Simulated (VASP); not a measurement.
A run of VASP 6.6.1 is set up as follows.

INCAR

```
SYSTEM = BP
ALGO = Normal
EDIFF = 1E-6
EDIFFG = -0.04
ENCUT = 600
GGA = PE
IBRION = 2
ISIF = 3
ISMEAR = 0
LASPH = .TRUE.
LCHARG = .FALSE.
LREAL = .FALSE.
LWAVE = .FALSE.
NELM = 60
NSW = 90
PREC = Accurate
SIGMA = 0.1
```

Contents of KPOINTS:

```
k-points
0
G
  6 6 4
  0 0 0
```

File POSCAR:

```
BP
1.0
    1.6222816900     -4.5811220200      0.0000000000
    1.6222816900      4.5811220200      0.0000000000
    0.0000000000      0.0000000000      3.9497520300
B P
2 2
Direct
    0.5849999900      0.4150000100      0.2500000000
    0.4150000100      0.5849999900      0.7500000000
    0.8600000100      0.1399999900      0.2500000000
    0.1399999900      0.8600000100      0.7500000000
```

Potentials or basis: VASP PAW PBE potentials, release 64 (B, P).

Launch:

```console
$ cat potpaw_PBE.64/B/POTCAR potpaw_PBE.64/P/POTCAR > POTCAR
$ mpirun -np 1 vasp_std > vasp.out
```

(1) Estimate the relaxed cell.

(2) What does it give for the space group after relaxing (to 0.1 Å)?

(3) Predict the relaxed volume.

Results:

(1) a = 6.511 Å, b = 6.511 Å, c = 2.889 Å, α = 90.00°, β = 90.00°, γ = 154.05°.

(2) Cmcm (No. 63).

(3) 13.40 Å³/atom.

Caveat: the k points lie up to 0.54 Å⁻¹ apart in the final cell, too coarse for converged energies and pressures of a metal; a cell axis changed by over 15 % at a fixed basis, so the end point is rough.
